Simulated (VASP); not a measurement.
Set up this calculation in VASP 6.6.1, as the native input.

```
Task                   : single point
Functional             : PBEsol
Potentials or basis    : VASP PAW PBE potentials, release 64 (Mg, Zn, O)
Cutoff                 : 520 eV
k mesh                 : 2 × 2 × 2, shifted
Occupations            : fermi-dirac, width 0.02 eV
Spin                   : no spin polarisation
Dipole correction      : no
Further INCAR settings : LREAL = Auto; ALGO = Normal; EDIFF = 1e-06; NBANDS = 66
```

The structure of Mg2ZnO3 lies in POSCAR:

```
Mg2ZnO3
1.0
    4.5494978865     -2.6266538294      0.0000000000
    0.0000000000      5.2533076588      0.0000000000
    0.0000000000      0.0000000000      7.4033160000
Mg Zn O
6 3 9
Direct
    0.0044998372      0.3304831218      0.6777527800
    0.6661016393      0.6656247166      0.6598774117
    0.3337166074      0.9993699866      0.6712415085
    0.3311848994      0.3311610888      0.3321048298
   -0.0024890659      0.6579887016      0.3316755627
    0.6642016494      0.9991358106      0.3323888917
   -0.0107284367     -0.0132114648     -0.0012478192
    0.6682711094      0.3348836548      0.0039393158
    0.3470101623      0.6902873022     -0.0054428313
   -0.0088721879      0.3269480764      0.1679836441
    0.6596611483      0.6613674102      0.1707721243
    0.3238150751      0.9946329906      0.1721362427
    0.3420366464      0.3363737633      0.8287425527
    0.0075250062      0.6671727251      0.8301073465
    0.6646032321      1.0006862278      0.8256778449
    0.0004411476     -0.0008494187      0.5030462025
    0.6681020798      0.3309756442      0.5036258077
    0.3283127143      0.6584854863      0.5014937901
```

This cell differs from its parent crystal: dynamics (nve) at 200 K, volume x 1.0, from the last frame before.

These files were run (other wordings do the same):

INCAR

```
PREC = Accurate
ENCUT = 520
EDIFF = 1E-6
ISMEAR = -1
SIGMA = 0.02
LREAL = Auto
LASPH = True
NELM = 100
ALGO = Normal
ISIF = 2
LWAVE = False
LCHARG = True
GGA = PS
LELF = True
LVHAR = True
NBANDS = 66
```

KPOINTS

```
Automatic mesh
0
Gamma
  2 2 2
  0.5 0.5 0.5
```

Potentials or basis: VASP PAW PBE potentials, release 64 (Mg, Zn, O).

Launch:

```console
$ cat potpaw_PBE.64/Mg/POTCAR potpaw_PBE.64/Zn/POTCAR potpaw_PBE.64/O/POTCAR > POTCAR
$ mpirun -np 1 vasp_std > vasp.out
```

It gave:

```
Pressure               : -5.4 GPa
Largest force          : 0.754 eV/Å
Band gap on the k mesh : 4.33 eV
```

Caveat: the k points lie up to 0.69 Å⁻¹ apart; the PAW data sets were made with another functional, which shifts forces and pressure a little.

Wall time 2.7 min on 1 thread of Intel(R) Xeon(R) 6975P-C (Granite Rapids), on a shared host, peak memory 0.33 GiB.
